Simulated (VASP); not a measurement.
# C in VASP: further runs, part 2 of 2

VASP 6.6.1. Earlier steps stand in the parts before.

### 4 Single point, PBE, collinear spin, ferromagnetic start

INCAR

```
PREC = Accurate
ENCUT = 600
EDIFF = 1E-6
ISMEAR = 0
SIGMA = 0.1
LREAL = F
LASPH = T
NELM = 200
ALGO = Normal
ISIF = 2
LWAVE = F
LCHARG = F
ISPIN = 2
MAGMOM = 1 1
LORBIT = 11
GGA = PE
NBANDS = 15
GGA_COMPAT = F
```

KPOINTS

```
regular mesh
0
Gamma
  8 8 8
```

POSCAR

```
C
1.0
    2.2594533100      0.0000000000      0.0000000000
    0.0000000000      2.2594533100      0.0000000000
    0.0000000000      0.0000000000      2.0660581900
C
2
Direct
    0.5000000000      0.0000000000      0.9975093800
    0.0000000000      0.5000000000      0.0024906200
```

Potentials or basis: VASP PAW PBE potentials, release 64 (C).

Started as:

```console
> cat potpaw_PBE.64/C/POTCAR > POTCAR
> mpirun -np 1 vasp_std > vasp.out
```

OUTCAR:

```text
PREC = Accurate
   ENCUT = 600
   EDIFF = 1E-6
   ISMEAR = 0
   LREAL = F
   LASPH = T
   NELM = 200
   ISIF = 2
   ISPIN = 2
   LORBIT = 11
   GGA = PE

 ion  position               nearest neighbor table
   1  0.500  0.000  0.998-   2 1.60   2 1.60   2 1.60   2 1.60
   2  0.000  0.500  0.002-   1 1.60   1 1.60   1 1.60   1 1.60

  LATTYP: Found a simple tetragonal cell.
 ALAT       =     2.2594533100
 C/A-ratio  =     0.9144062331

  Lattice vectors:

 A1 = (   2.2594533100,   0.0000000000,   0.0000000000)
 A2 = (   0.0000000000,   2.2594533100,   0.0000000000)
 A3 = (   0.0000000000,   0.0000000000,   2.0660581900)

Analysis of symmetry for initial positions (statically):
=====================================================================
 Subroutine PRICEL returns:
 Original cell was already a primitive cell.

 Routine SETGRP: Setting up the symmetry group for a
 simple tetragonal supercell.

 Subroutine GETGRP returns: Found 16 space group operations
 (whereof  8 operations were pure point group operations)
 out of a pool of 16 trial point group operations.

The static configuration has the point symmetry D_2d.
 The point group associated with its full space group is D_4h.

Analysis of symmetry for dynamics (positions and initial velocities):
=====================================================================
 Subroutine PRICEL returns:
 Original cell was already a primitive cell.

 Routine SETGRP: Setting up the symmetry group for a
 simple tetragonal supercell.

 Subroutine GETGRP returns: Found 16 space group operations
 (whereof  8 operations were pure point group operations)
 out of a pool of 16 trial point group operations.

The dynamic configuration has the point symmetry D_2d.
 The point group associated with its full space group is D_4h.

Analysis of structural, dynamic, and magnetic symmetry:
=====================================================================
 Subroutine PRICEL returns:
 Original cell was already a primitive cell.

 Routine SETGRP: Setting up the symmetry group for a
[... 177 lines left out ...]
     10      26.7687      0.00000
     11      44.4189      0.00000
     12      49.1203      0.00000
     13      49.1203      0.00000
     14      51.2536      0.00000
[... 403 lines left out ...]
      4      11.0153      0.99791
      5      15.5174      0.00000
      6      15.5174      0.00000
      7      23.7946      0.00000
      8      23.7946      0.00000
      9      34.5253      0.00000
     10      34.5253      0.00000
     11      45.1958      0.00000
     12      45.1958      0.00000
     13      46.6808      0.00000
     14      46.6808      0.00000
     15      54.0521      0.00000

 [... further k-points ...]

 spin component 2

 k-point     1 :       0.0000    0.0000    0.0000
  band No.  band energies     occupation
      1     -11.6053      1.00000
      2       6.6795      1.00000
      3       6.6795      1.00000
      4      12.3919      0.00000
      5      15.8930      0.00000
      6      22.3316      0.00000
      7      24.2297      0.00000
      8      26.6109      0.00000
      9      26.6109      0.00000
     10      26.7692      0.00000
     11      44.4196      0.00000
     12      49.1209      0.00000
     13      49.1209      0.00000
     14      51.2545      0.00000
[... 403 lines left out ...]
      4      11.0161      0.99783
      5      15.5187      0.00000
      6      15.5187      0.00000
      7      23.7956      0.00000
      8      23.7956      0.00000
      9      34.5260      0.00000
     10      34.5260      0.00000
     11      45.1964      0.00000
     12      45.1964      0.00000
     13      46.6813      0.00000
     14      46.6813      0.00000
     15      54.0528      0.00000

 [... further k-points ...]
[... 5 lines left out ...]
  --------------------------------------------------------------------------------------
  -------------------------------------------------------------------------------------
  Total        5.2393841      5.2393841      1.0461035      0.0000000      0.0000000      0.0000000
  in kB      795.8688962    795.8688962    158.9044112      0.0000000      0.0000000      0.0000000
  external PRESSURE =     583.5474012 kB  Pullay stress =       0.0000000 kB

 VOLUME and BASIS-vectors are now :
 -----------------------------------------------------------------------------
  energy-cutoff  :      600.00
  volume of cell :       10.55
      direct lattice vectors                 reciprocal lattice vectors
     2.259453310  0.000000000  0.000000000     0.442584937  0.000000000  0.000000000
     0.000000000  2.259453310  0.000000000     0.000000000  0.442584937  0.000000000
     0.000000000  0.000000000  2.066058190     0.000000000  0.000000000  0.484013473

 POSITION                                       TOTAL-FORCE (eV/Angst)
 -----------------------------------------------------------------------------------
      1.12973      0.00000      2.06091        -0.000000      0.000000      0.138851
      0.00000      1.12973      0.00515         0.000000     -0.000000     -0.138851
 -----------------------------------------------------------------------------------
    total drift:                                0.000000      0.000000      0.000000

  FREE ENERGIE OF THE ION-ELECTRON SYSTEM (eV)
  ---------------------------------------------------
  free  energy   TOTEN  =       -12.7463700972 eV

  energy  without entropy=      -12.7420860171  energy(sigma->0) =      -12.74422806

 total charge

# of ion       s       p       d       tot
------------------------------------------
    1        0.901   1.542   0.000   2.443
    2        0.901   1.542   0.000   2.443
--------------------------------------------------
tot          1.802   3.084   0.000   4.886

 magnetization (x)

# of ion       s       p       d       tot
------------------------------------------
    1        0.000   0.000   0.000   0.000
    2        0.000   0.000   0.000   0.000
--------------------------------------------------
tot          0.000   0.000   0.000   0.000
```

stdout:

```text
POSCAR found type information on POSCAR C
 POSCAR found :  1 types and       2 ions
 scaLAPACK will be used
 LDA part: xc-table for (Slater+PW92), standard interpolation
 POSCAR, INCAR and KPOINTS ok, starting setup
 FFT: planning ... GRIDC
 FFT: planning ... GRID_SOFT
 FFT: planning ... GRID
 WAVECAR not read
 entering main loop
```

Run time: 10 s. Hardware: 1 thread of Intel Xeon 6975P-C (Granite Rapids), shared host; peak memory 0.13 GiB.

Results:

```
Free energy                                           : -12.7464 eV
Pressure                                              : 58.4 GPa
Largest force                                         : 0.139 eV/Å
Band gap on the k mesh                                : zero (filled and empty bands overlap)
Net moment                                            : 0.00 μB per cell
Valence electrons inside the program's atomic spheres : C 2.44
```

Forces in eV/Å, atoms in the order of the input:
```
C    0.000  0.000  0.139
C    0.000  0.000 -0.139
```

Stress tensor (GPa, compression positive):
```
79.59  0.00  0.00
 0.00 79.59  0.00
 0.00  0.00 15.89
```

Caveat: the k points lie up to 0.38 Å⁻¹ apart.

### 5 Overview

```tsv
task	spin	cell	k mesh	smearing	gap on the mesh (eV)	pressure (GPa)	largest force (eV/Å)
relaxation of cell and atoms	off	relaxed from a = 2.259, b = 2.259, c = 2.066 Å, 2 atoms	8 × 8 × 8	gaussian 0.1 eV	none	0.0	0.01
single point	off	a = 2.049, b = 3.369, c = 3.369 Å, 4 atoms	10 × 6 × 6	gaussian 0.2 eV	none	-2.7	-
single point	collinear, ferromagnetic start	a = 2.259, b = 2.259, c = 2.066 Å, 2 atoms	8 × 8 × 8	gaussian 0.1 eV	none	58.4	0.14
```

Alike in all rows: level PBE; potentials or basis VASP PAW PBE potentials, release 64 (C); cutoff (eV) 600.

Caveats: some runs use coarse meshes.

Total energies depend on the potentials used, so only differences within one code and one set of settings carry meaning.
